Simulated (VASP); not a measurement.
Input of a VASP 6.6.1 run:

INCAR

```
SYSTEM = H4PbO4
ALGO     = Normal         ! electronic algorithm
EDIFF    = 1E-6           ! SCF threshold, eV
ENCUT    = 520            ! plane-wave cutoff, eV
GGA      = PE             ! functional
GGA_COMPAT= .FALSE.      
ISIF     = 2              ! what is computed and relaxed
ISMEAR   = 0              ! smearing method
LASPH    = .TRUE.         ! aspherical terms in the spheres
LCHARG   = .FALSE.        ! write CHGCAR
LNONCOLLINEAR= .TRUE.         ! non-collinear magnetism
LORBIT   = 11             ! projections on sites
LORBMOM  = .TRUE.       
LREAL    = .FALSE.        ! projectors in reciprocal space
LSORBIT  = .TRUE.         ! spin-orbit coupling
LWAVE    = .FALSE.        ! write WAVECAR
MAGMOM   = 0 0 0 0 0 0 0 0 0 0 0 0 0 0 0 0 0 0 0 0 0 0 0 0 0 0 0 ! initial moments
NBANDS   = 61             ! bands
NELM     = 150            ! most SCF steps
PREC     = Accurate       ! precision mode
SIGMA    = 0.01           ! smearing width, eV
```

KPOINTS

```
k-points
0
G
  1 1 1
  0 0 0
```

Contents of POSCAR:

```
H4PbO4
1.0
   13.0100000000      0.0000000000      0.0000000000
    0.0000000000     12.9100000000      0.0000000000
    0.0000000000      0.0000000000     12.9900000000
Pb O H
1 4 4
Direct
    0.4818209100      0.4962068200      0.4868445000
    0.4803405100      0.3792757600      0.5987151700
    0.5014734800      0.4189783100      0.3464203200
    0.5990330500      0.6073896200      0.4912863700
    0.3458877800      0.5801409800      0.5096558900
    0.4361621800      0.4039938000      0.6538452700
    0.4771398900      0.3485670000      0.3568237100
    0.6539162200      0.5814446200      0.4475519600
    0.3611099200      0.6510805600      0.4897667400
```

Potentials or basis: VASP PAW PBE potentials, release 64 (Pb_d, O, H).

The run is started by

```bash
$ cat potpaw_PBE.64/Pb_d/POTCAR potpaw_PBE.64/O/POTCAR potpaw_PBE.64/H/POTCAR > POTCAR
$ mpirun -np 1 vasp_ncl > vasp.out
```

Predict the largest force.

0.291 eV/Å.

Estimate the net moment.

0.00 μB per cell.

Forces on the atoms (eV/Å):
```
Pb  -0.001  0.004 -0.002
O    0.157 -0.037 -0.223
O    0.070  0.262 -0.006
O   -0.223  0.045  0.164
O   -0.010 -0.277  0.053
H   -0.171  0.061  0.219
H   -0.072 -0.273  0.024
H    0.219 -0.068 -0.173
H    0.032  0.284 -0.055
```
